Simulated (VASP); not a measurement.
Set up this calculation in VASP 6.6.1, as the native input.

```
Task                   : single point
Functional             : PBE
Potentials or basis    : VASP PAW PBE potentials, release 64 (Si, Ge_d, Te, S)
Cutoff                 : 520 eV
k mesh                 : 6 × 6 × 2
Occupations            : gaussian, width 0.1 eV
Spin                   : no spin polarisation
Dipole correction      : no
Further INCAR settings : ALGO = Normal; EDIFF = 1e-06; NBANDS = 30
```

The structure of SiGeTe2S2 lies in POSCAR:

```
SiGeTe2S2
1.0
    4.2892396500      0.0000000000      0.0000000000
   -2.1446198200      3.7145905000      0.0000000000
    0.0000000000      0.0000000000     11.0938156700
Si Ge Te S
1 1 2 2
Direct
    0.0000000000      0.0000000000      0.0000000000
    0.0000000000      0.0000000000      0.5000000000
    0.0000000000      0.0000000000      0.7742676200
    0.0000000000      0.0000000000      0.2257323800
    0.3333333300      0.6666666700      0.0000000000
    0.6666666700      0.3333333300      0.0000000000
```

The input as run:

INCAR

```
ALGO = Normal
EDIFF = 1E-6
ENCUT = 520
GGA = PE
ISIF = 2
ISMEAR = 0
LASPH = T
LCHARG = F
LREAL = F
LWAVE = F
NBANDS = 30
NELM = 60
PREC = Accurate
SIGMA = 0.1
```

KPOINTS

```
k-points
0
Gamma
  6 6 2
```

Potentials or basis: VASP PAW PBE potentials, release 64 (Si, Ge_d, Te, S).

Command:

```sh
$ cat potpaw_PBE.64/Si/POTCAR potpaw_PBE.64/Ge_d/POTCAR potpaw_PBE.64/Te/POTCAR potpaw_PBE.64/S/POTCAR > POTCAR
$ mpirun -np 1 vasp_std > vasp.out
```

Results of the run:

```yaml
Pressure: 1.1 GPa
Largest_force: 2.013 eV/Å
Band_gap_on_the_k_mesh: zero (band 21 reaches 4.11 eV, above the bottom of band 22 at 3.40 eV)
```

Caveat: spin-orbit coupling is left out, which moves the levels of the heavy elements; forces of over 1 eV/Å act on the atoms, so gaps and moduli don't describe the material at rest.

Wall time 43 s on 1 thread of Intel(R) Xeon(R) 6975P-C (Granite Rapids) (shared host), peak memory 0.32 GiB.
